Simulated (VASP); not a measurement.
Write the native input for VASP 6.6.1 that does the following.

```
Task                   : relaxation of cell and atoms
Functional             : PBE
Potentials or basis    : VASP PAW PBE potentials, release 64 (Sn_d, Se, S)
Cutoff                 : 600 eV
k mesh                 : 12 × 12 × 4
Occupations            : gaussian, width 0.02 eV
Spin                   : no spin polarisation
Dipole correction      : no
Further INCAR settings : ALGO = Normal; EDIFF = 1e-06; IBRION = 2; EDIFFG = -0.01; NSW = 100; ISIF = 3
```

The structure of Sn3SeS2 lies in POSCAR:

```
Sn3SeS2
1.0
    4.1874087280      0.0000000000      0.0000000000
   -2.0937043640      3.6264023345      0.0000000000
    0.0000000000      0.0000000000     10.2266679787
Sn Se S
3 1 2
Direct
    0.6666666667      0.3333333333      0.8242487658
    0.0000000000      0.0000000000      0.5000000000
    0.3333333333      0.6666666667      0.1757512342
    0.0000000000      0.0000000000      0.0000000000
    0.3333333333      0.6666666667      0.6619443610
    0.6666666667      0.3333333333      0.3380556390
```

The input as run:

INCAR

```
ALGO = Normal
EDIFF = 1E-6
EDIFFG = -0.01
ENCUT = 600
GGA = PE
IBRION = 2
ISIF = 3
ISMEAR = 0
LASPH = T
LCHARG = F
LREAL = F
LWAVE = F
NELM = 60
NSW = 100
PREC = Accurate
SIGMA = 0.02
```

KPOINTS

```
k-points
0
Gamma
  12 12 4
```

Potentials or basis: VASP PAW PBE potentials, release 64 (Sn_d, Se, S).

Run with:

```console
$ cat potpaw_PBE.64/Sn_d/POTCAR potpaw_PBE.64/Se/POTCAR potpaw_PBE.64/S/POTCAR > POTCAR
$ mpirun -np 1 vasp_std > vasp.out
```

Results of the run:

| Quantity | Value |
| --- | --- |
| Relaxed volume | 25.94 Å³/atom |
| Relaxed cell | a = 4.189 Å, b = 4.189 Å, c = 10.239 Å, α = 90.00°, β = 90.00°, γ = 120.00° |
| Space group after relaxing (to 0.1 Å) | P-3m1 (No. 164) |
| Energy gained by relaxing | 0.0 meV/atom |
| Ionic steps | 2 |
| Pressure after relaxing | 0.0 GPa |
| Largest force after relaxing | 0.009 eV/Å |
| Band gap on the k mesh | 0.41 eV (least direct gap 0.50 eV) |

Caveat: spin-orbit coupling is left out, which moves the levels of the heavy elements.

Wall time 23 min on 1 thread of Oxide Virtual Turin-like Processor, with other jobs on the host, peak memory 0.58 GiB.
